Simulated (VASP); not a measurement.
# SiC (P6_3mc) in VASP: single point with PBE

Aim: the single point of SiC with PBE.

All numbers are computed with VASP 6.6.1; they aren't measurements. Logs are shortened: lines on timing, memory, paths and dates and some standing lists are left out, and cuts for length are marked.

**1. The cell of the first run**

Symmetry: P6_3mc, No. 186, hexagonal system. Conventional cell: a = 3.081 Å, b = 3.081 Å, c = 10.085 Å, α = 90.00°, β = 90.00°, γ = 120.00°. Within 2.5 Å of Si (site symmetry 3m) lie 4 C at 1.89 to 1.90 Å. Si (site symmetry 3m) has 4 C at 1.89 Å within 2.5 Å. C (site symmetry 3m) has 4 Si at 1.89 to 1.90 Å within 2.5 Å. Within 2.5 Å of C (site symmetry 3m) lie 4 Si at 1.89 Å.

**2. Single point, PBE**

INCAR

```
ALGO = Normal ; EDIFF = 1E-6
ENCUT = 600 ; GGA = PE
GGA_COMPAT = False ; ISIF = 2
ISMEAR = 0 ; LASPH = True
LCHARG = True ; LELF = True
LREAL = False ; LVHAR = True
LWAVE = False ; NBANDS = 26
NELM = 120 ; PREC = Accurate
SIGMA = 0.02
```

KPOINTS

```
k-points
0
Gamma
  12 12 4
```

POSCAR

```
SiC
1.0
    3.0810000000      0.0000000000      0.0000000000
   -1.5405000000      2.6682242691      0.0000000000
    0.0000000000      0.0000000000     10.0850000000
Si C
4 4
Direct
    0.6666666667      0.3333333333      0.9378419800
    0.3333333333      0.6666666667      0.4378419800
    0.0000000000      0.0000000000      0.6878943800
    0.0000000000      0.0000000000      0.1878943800
    0.6666666667      0.3333333333      0.7498025900
    0.3333333333      0.6666666667      0.2498025900
    0.0000000000      0.0000000000      0.5004600500
    0.0000000000      0.0000000000      0.0004600500
```

Potentials or basis: VASP PAW PBE potentials, release 64 (Si, C).

Launch:

```
cat potpaw_PBE.64/Si/POTCAR potpaw_PBE.64/C/POTCAR > POTCAR
mpirun -np 1 vasp_std > vasp.out
```

OUTCAR:

```text
EDIFF = 1E-6
   ENCUT = 600
   GGA = PE
   ISIF = 2
   ISMEAR = 0
   LASPH = True
   LREAL = False
   NELM = 120
   PREC = Accurate

 ion  position               nearest neighbor table
   1  0.667  0.333  0.938-   8 1.89   8 1.89   8 1.89   5 1.90   3 3.09   3 3.09   3 3.09   4 3.09
                             4 3.09   4 3.09
   2  0.333  0.667  0.438-   7 1.89   7 1.89   7 1.89   6 1.90   4 3.09   4 3.09   4 3.09   3 3.09
                             3 3.09   3 3.09
   3  0.000  0.000  0.688-   5 1.89   5 1.89   5 1.89   7 1.89   1 3.09   1 3.09   1 3.09   2 3.09
                             2 3.09   2 3.09
   4  0.000  0.000  0.188-   6 1.89   6 1.89   6 1.89   8 1.89   2 3.09   2 3.09   2 3.09   1 3.09
                             1 3.09   1 3.09
   5  0.667  0.333  0.750-   3 1.89   3 1.89   3 1.89   1 1.90
   6  0.333  0.667  0.250-   4 1.89   4 1.89   4 1.89   2 1.90
   7  0.000  0.000  0.500-   2 1.89   2 1.89   2 1.89   3 1.89
   8  0.000  0.000  0.000-   1 1.89   1 1.89   1 1.89   4 1.89

  LATTYP: Found a hexagonal cell.
 ALAT       =     3.0810000000
 C/A-ratio  =     3.2732878935

  Lattice vectors:

 A1 = (   3.0810000000,   0.0000000000,   0.0000000000)
 A2 = (  -1.5405000000,   2.6682242691,   0.0000000000)
 A3 = (   0.0000000000,   0.0000000000,  10.0850000000)

Analysis of symmetry for initial positions (statically):
=====================================================================
 Subroutine PRICEL returns:
 Original cell was already a primitive cell.

 Routine SETGRP: Setting up the symmetry group for a
 hexagonal supercell.

 Subroutine GETGRP returns: Found 12 space group operations
 (whereof  6 operations were pure point group operations)
 out of a pool of 24 trial point group operations.

The static configuration has the point symmetry C_3v.
 The point group associated with its full space group is C_6v.

Analysis of symmetry for dynamics (positions and initial velocities):
=====================================================================
 Subroutine PRICEL returns:
 Original cell was already a primitive cell.

 Routine SETGRP: Setting up the symmetry group for a
 hexagonal supercell.

 Subroutine GETGRP returns: Found 12 space group operations
 (whereof  6 operations were pure point group operations)
 out of a pool of 24 trial point group operations.

The dynamic configuration has the point symmetry C_3v.
 The point group associated with its full space group is C_6v.

 Subroutine INISYM returns: Found 12 space group operations
 (whereof  6 operations are pure point group operations),
 and found     1 'primitive' translations

----------------------------------------------------------------------------------------

                                     Primitive cell

  volume of cell :      82.9068

  direct lattice vectors                    reciprocal lattice vectors
     3.081000000  0.000000000  0.000000000     0.324569945  0.187390545  0.000000000
    -1.540500000  2.668224269  0.000000000     0.000000000  0.374781090  0.000000000
     0.000000000  0.000000000 10.085000000     0.000000000  0.000000000  0.099157164

  length of vectors
     3.081000000  3.081000000 10.085000000     0.374781090  0.374781090  0.099157164

  position of ions in fractional coordinates (direct lattice)
     0.666666667  0.333333333  0.937841980
     0.333333333  0.666666667  0.437841980
     0.000000000  0.000000000  0.687894380
     0.000000000  0.000000000  0.187894380
     0.666666667  0.333333333  0.749802590
     0.333333333  0.666666667  0.249802590
     0.000000000  0.000000000  0.500460050
     0.000000000  0.000000000  0.000460050

  ion indices of the primitive-cell ions
   primitive index   ion index
                 1           1
                 2           2
                 3           3
                 4           4
                 5           5
                 6           6
                 7           7
                 8           8

----------------------------------------------------------------------------------------

 KPOINTS: k-points

Automatic generation of k-mesh.
 Grid dimensions read from file:
 generate k-points for:   12   12    4

 Generating k-lattice:

  Cartesian coordinates                     Fractional coordinates (reciprocal lattice)
     0.027047495  0.015615879  0.000000000     0.083333333  0.000000000  0.000000000
     0.000000000  0.031231758  0.000000000     0.000000000  0.083333333  0.000000000
     0.000000000  0.000000000  0.024789291     0.000000000  0.000000000  0.250000000

  Length of vectors
     0.031231758  0.031231758  0.024789291

  Shift w.r.t. Gamma in fractional coordinates (k-lattice)
     0.000000000  0.000000000  0.000000000

 Subroutine IBZKPT returns following result:
 ===========================================

 Found     57 irreducible k-points:

 Following reciprocal coordinates:
            Coordinates               Weight
  0.000000  0.000000  0.000000      1.000000
  0.083333  0.000000  0.000000      6.000000
  0.166667  0.000000  0.000000      6.000000
  0.250000  0.000000  0.000000      6.000000
  0.333333 -0.000000  0.000000      6.000000
  0.416667  0.000000  0.000000      6.000000
[... 16 lines left out ...]
  0.250000  0.000000  0.250000     12.000000
  0.333333 -0.000000  0.250000     12.000000
 [... further k-points ...]
   k-points           NKPTS =     57   k-points in BZ     NKDIM =     57   number of bands    NBANDS=     26
   number of dos      NEDOS =    301   number of ions     NIONS =      8
   total plane-waves  NPLWV =  65856
   dimension x,y,z NGX =    28 NGY =   28 NGZ =   84
   dimension x,y,z NGXF=    56 NGYF=   56 NGZF=  168
   ions per type =               4   4
   NGX,Y,Z   is equivalent  to a cutoff of  15.11, 15.11, 13.85 a.u.
   NGXF,Y,Z  is equivalent  to a cutoff of  30.22, 30.22, 27.69 a.u.
 SYSTEM =  unknown system
   PREC   = accura    normal or accurate (medium, high low for compatibility)
   ISTART =      0    job   : 0-new  1-cont  2-samecut
   ICHARG =      2    charge: 1-file 2-atom 10-const
   ISPIN  =      1    spin polarized calculation?
   LNONCOLLINEAR =      F non collinear calculations
   LSORBIT =      F    spin-orbit coupling
   LASPH  =      T    aspherical Exc in radial PAW
   ENCUT  =  600.0 eV  44.10 Ry    6.64 a.u.   6.15  6.15 20.14*2*pi/ulx,y,z
   NELM   =    120;   NELMIN=  2; NELMDL= -5     # of ELM steps
   EDIFF  = 0.1E-05   stopping-criterion for ELM
   LREAL  =      F    real-space projection
   EDIFFG = 0.1E-04   stopping-criterion for IOM
   NSW    =      0    number of steps for IOM
   IBRION =     -1    ionic relax: 0-MD 1-quasi-New 2-CG
   NFREE  =      0    steps in history (QN), initial steepest desc. (CG)
   ISIF   =      2    stress and relaxation
   ISYM   =      2    0-nonsym 1-usesym 2-fastsym
   POTIM  = 0.5000    time-step for ionic-motion
   TEBEG  =    0.0;   TEEND  =   0.0 temperature during run
   PSTRESS=    0.0 pullay stress
   NELECT =      32.0000    total number of electrons
   NUPDOWN=      -1.0000    fix difference up-down
   EMIN   =  10.00;   EMAX   =-10.00  energy-range for DOS
   EFERMI =   0.00;   METHOD = LEGACY
   ISMEAR =     0;   SIGMA  =   0.02  broadening in eV -4-tet -1-fermi 0-gaus
   EFERMI_NEDOS =   21; number of points for ismear=-14 and -15
   IALGO  =     38    algorithm
   IMIX   =      4    mixing-type and parameters
     AMIX     =   0.40;   BMIX     =  1.00
     AMIX_MAG =   1.60;   BMIX_MAG =  1.00
  volume/ion in A,a.u.               =      10.36        69.94
  Fermi-wavevector in a.u.,A,eV,Ry     =   1.191960  2.252477 19.330716  1.420768
  Thomas-Fermi vector in A             =   2.328009
   LORBIT       =      0    0 simple, 1 ext, 2 COOP (PROOUT), +10 PAW based schemes
   GGA     = PE    functional components
   LHFCALC =     F    Hartree Fock is set to
   AEXX    =    0.0000 exact exchange contribution
   IVDW    =     0    specifies the selected vdW correction
   LEPSILON=     F    determine dielectric tensor
   LRPA    =     F    only Hartree local field effects (RPA)
 non-spin polarized calculation
 Gauss-broadening in eV      SIGMA  =   0.02
  energy-cutoff  :      600.00
  volume of cell :       82.91
 maximum number of plane-waves:      2802
 NGX is ok and might be reduce to    28
   NGX = 13   NGY = 13   NGZ = 41

 number of electron      31.9999999 magnetization

 Free energy of the ion-electron system (eV)
  ---------------------------------------------------
  ext. energy  EPLUGINS =         0.00000000
  ---------------------------------------------------
  free energy    TOTEN  =       -60.24536033 eV

  energy without entropy =      -60.24536033  energy(sigma->0) =      -60.24536033

 E-fermi :   8.2879     XC(G=0): -11.3459

 val. band max:        8.1545752068   @ k =   0.0000   0.0000   0.0000
 cond. band min:      10.3809807502   @ k =   0.5000   0.0000   0.0000
 fundamental gap:      2.2264055434
 Fermi energy:         8.2879062823

 k-point     1 :       0.0000    0.0000    0.0000
  band No.  band energies     occupation
      1      -7.3123      2.00000
      2      -6.1366      2.00000
      3      -6.1002      2.00000
      4      -3.7516      2.00000
      5      -0.4447      2.00000
      6       3.7790      2.00000
[... 18 lines left out ...]
     25      15.5371      0.00000
     26      16.2004      0.00000

 k-point     2 :       0.0833    0.0000    0.0000
  band No.  band energies     occupation
      1      -7.1918      2.00000
      2      -6.0202      2.00000
      3      -5.9832      2.00000
      4      -3.6499      2.00000
      5      -0.3343      2.00000
      6       3.8161      2.00000
[... 18 lines left out ...]
     25      15.5788      0.00000
     26      16.1323      0.00000

 k-point     3 :       0.1667    0.0000    0.0000
  band No.  band energies     occupation
      1      -6.8336      2.00000
      2      -5.6752      2.00000
      3      -5.6362      2.00000
      4      -3.3542      2.00000
      5      -0.0129      2.00000
      6       3.7923      2.00000
[... 18 lines left out ...]
     25      16.1699      0.00000
     26      16.3187      0.00000

 k-point     4 :       0.2500    0.0000    0.0000
  band No.  band energies     occupation
      1      -6.2481      2.00000
      2      -5.1171      2.00000
      3      -5.0740      2.00000
      4      -2.9023      2.00000
      5       0.4696      2.00000
      6       2.8743      2.00000
[... 18 lines left out ...]
     25      16.6461      0.00000
     26      17.2015      0.00000

 k-point     5 :       0.3333   -0.0000    0.0000
  band No.  band energies     occupation
      1      -5.4613      2.00000
      2      -4.3879      2.00000
      3      -4.3352      2.00000
      4      -2.4154      2.00000
      5       0.7938      2.00000
      6       1.5119      2.00000
[... 18 lines left out ...]
     25      16.8414      0.00000
     26      17.1514      0.00000

 k-point     6 :       0.4167    0.0000    0.0000
  band No.  band energies     occupation
      1      -4.5465      2.00000
      2      -3.6315      2.00000
      3      -3.5426      2.00000
      4      -2.2444      2.00000
      5       0.1300      2.00000
      6       0.4848      2.00000
[... 427 lines left out ...]
 k-point    21 :       0.0833    0.0000    0.2500
  band No.  band energies     occupation
      1      -7.1157      2.00000
      2      -6.5145      2.00000
      3      -5.3682      2.00000
      4      -3.9775      2.00000
      5       0.1144      2.00000
      6       2.4409      2.00000
[... 18 lines left out ...]
     25      15.6491      0.00000
     26      15.9153      0.00000

 k-point    22 :       0.1667    0.0000    0.2500
  band No.  band energies     occupation
      1      -6.7581      2.00000
      2      -6.1628      2.00000
      3      -5.0308      2.00000
      4      -3.6699      2.00000
      5       0.4135      2.00000
      6       2.5984      2.00000
[... 18 lines left out ...]
     25      16.2034      0.00000
     26      16.4102      0.00000

 k-point    23 :       0.2500    0.0000    0.2500
  band No.  band energies     occupation
      1      -6.1741      2.00000
      2      -5.5907      2.00000
      3      -4.4887      2.00000
      4      -3.1926      2.00000
      5       0.8310      2.00000
      6       2.4560      2.00000
[... 18 lines left out ...]
     25      16.9129      0.00000
     26      17.2393      0.00000

 k-point    24 :       0.3333   -0.0000    0.2500
  band No.  band energies     occupation
      1      -5.3900      2.00000
      2      -4.8313      2.00000
      3      -3.7949      2.00000
      4      -2.6490      2.00000
      5       0.8893      2.00000
      6       1.4169      2.00000
[... 18 lines left out ...]
     25      16.7658      0.00000
     26      17.4048      0.00000

 [... further k-points ...]
[... 5 lines left out ...]
  --------------------------------------------------------------------------------------
  -------------------------------------------------------------------------------------
  Total        1.3482641      1.3482641      1.3752208      0.0000000      0.0000000     -0.0000000
  in kB       26.0552717     26.0552717     26.5762129      0.0000000      0.0000000     -0.0000000
  external PRESSURE =      26.2289188 kB  Pullay stress =       0.0000000 kB

 VOLUME and BASIS-vectors are now :
 -----------------------------------------------------------------------------
  energy-cutoff  :      600.00
  volume of cell :       82.91
      direct lattice vectors                 reciprocal lattice vectors
     3.081000000  0.000000000  0.000000000     0.324569945  0.187390545  0.000000000
    -1.540500000  2.668224269  0.000000000     0.000000000  0.374781090  0.000000000
     0.000000000  0.000000000 10.085000000     0.000000000  0.000000000  0.099157164

 POSITION                                       TOTAL-FORCE (eV/Angst)
 -----------------------------------------------------------------------------------
      1.54050      0.88941      9.45814        -0.000000      0.000000     -0.000726
     -0.00000      1.77882      4.41564         0.000000      0.000000     -0.000726
      0.00000      0.00000      6.93741         0.000000      0.000000      0.004285
      0.00000      0.00000      1.89491        -0.000000      0.000000      0.004285
      1.54050      0.88941      7.56176         0.000000     -0.000000      0.001651
     -0.00000      1.77882      2.51926        -0.000000      0.000000      0.001651
      0.00000      0.00000      5.04714        -0.000000      0.000000     -0.005209
      0.00000      0.00000      0.00464         0.000000      0.000000     -0.005209
 -----------------------------------------------------------------------------------
    total drift:                                0.000000      0.000000      0.000108

  FREE ENERGIE OF THE ION-ELECTRON SYSTEM (eV)
  ---------------------------------------------------
  free  energy   TOTEN  =       -60.2453603283 eV

  energy  without entropy=      -60.2453603283  energy(sigma->0) =      -60.24536033
```

It took 2.6 min on 1 thread of Intel Xeon Platinum 8488C (Sapphire Rapids), shared host; peak memory 0.29 GiB.

Results:

```
Free energy            : -60.2454 eV
Pressure               : 2.6 GPa
Largest force          : 0.005 eV/Å
Band gap on the k mesh : 2.23 eV, indirect (least direct gap 3.35 eV)
```

Forces on the atoms (eV/Å):
```
Si   0.000  0.000 -0.001
Si   0.000  0.000 -0.001
Si   0.000  0.000  0.004
Si   0.000  0.000  0.004
C    0.000  0.000  0.002
C    0.000  0.000  0.002
C    0.000  0.000 -0.005
C    0.000  0.000 -0.005
```

A k mesh can miss the band edges. Expect the measured gap to be larger: semilocal functionals such as PBE lack the derivative discontinuity.
